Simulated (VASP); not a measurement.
Cd4Te:

```
Cd Te
1.0
    -3.58427    3.58427    2.23458
     3.58427   -3.58427    2.23458
     3.58427    3.58427   -2.23458
Cd Te
4 1
Direct
  0.40000 0.20000 0.60000
  0.20000 0.60000 0.80000
  0.60000 0.80000 0.40000
  0.80000 0.40000 0.20000
  0.00000 0.00000 0.00000
```

| Property | Result |
| --- | --- |
| Program | VASP 6.6.1 |
| Task | relaxation of cell and atoms |
| Functional | PBE |
| Potentials or basis | VASP PAW PBE potentials, release 64 (Cd, Te) |
| Cutoff | 600 eV |
| k mesh | 4 × 4 × 4 |
| Occupations | gaussian, width 0.1 eV |
| Spin | no spin polarisation |

At the start: pressure 5.0 GPa; volume 22.97 Å³/atom.

Q: Where does the relaxation end?

A: Over 8 steps the energy falls by 43.9 meV/atom and the volume is 25.30 Å³/atom (+10.2 %); space group I4/m (No. 87, to 0.05 Å).

The path:
| step | energy change (eV) | largest force (eV/Å) | pressure (GPa) | volume (Å³) |
| --- | --- | --- | --- | --- |
| 1 | 0.0000 | 0.2723 | 4.97 | 114.83 |
| 2 | -0.1867 | 0.1853 | -0.14 | 127.07 |
| 3 | -0.1867 | 0.1838 | -0.23 | 127.39 |
| 4 | -0.1983 | 0.1624 | -0.18 | 127.13 |
| 5 | -0.2178 | 0.0658 | 0.03 | 126.34 |
| 6 | -0.2182 | 0.0468 | 0.08 | 126.19 |
| 7 | -0.2181 | 0.0499 | 0.07 | 126.22 |
| 8 | -0.2197 | 0.0363 | -0.02 | 126.52 |

Final structure:
```yaml
crystal:
  lattice:
    - [-3.76604, 3.76604, 2.23013]
    - [3.76604, -3.76604, 2.23013]
    - [3.76604, 3.76604, -2.23013]
  atoms:
    - { symbol: Cd, position: [0.40454, 0.19322, 0.59777] }
    - { symbol: Cd, position: [0.19322, 0.59546, 0.78868] }
    - { symbol: Cd, position: [0.59546, 0.80678, 0.40223] }
    - { symbol: Cd, position: [0.80678, 0.40454, 0.21132] }
    - { symbol: Te, position: [0.00000, 0.00000, 0.00000] }
```

Caveat: the k points lie up to 0.41 Å⁻¹ apart in the final cell.
